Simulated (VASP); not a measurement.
Here is a VASP 6.6.1 calculation.

Contents of INCAR:

```
SYSTEM = Te
PREC = Accurate
ENCUT = 520
EDIFF = 1E-7
ISMEAR = 0
SIGMA = 0.1
LREAL = .False.
LASPH = .True.
NELM = 100
ALGO = Normal
ISIF = 2
LWAVE = .False.
LCHARG = .False.
GGA = PE
NBANDS = 9
```

The input KPOINTS:

```
regular mesh
0
Gamma
  16 16 18
  0 0 0
```

The input POSCAR:

```
Te
1.0
    3.0745183534      0.0000000000      0.0000000000
    0.0000000000      3.0745183534      0.0000000000
    0.0000000000      0.0000000000      3.0517868233
Te
1
Direct
    0.5000000000      0.5000000000      0.5000000000
```

Potentials or basis: VASP PAW PBE potentials, release 64 (Te).

Command:

```console
$ cat potpaw_PBE.64/Te/POTCAR > POTCAR
$ mpirun -np 1 vasp_std > vasp.out
```

Problem. Predict the pressure.

Solution. 8.6 GPa.

Problem. What does it give for the band gap on the k mesh?

Solution. Zero (bands 3 and 4 overlap by 6.41 eV).

Caveat: the cell stands under pressure; spin-orbit coupling is left out, which moves the levels of the heavy elements.
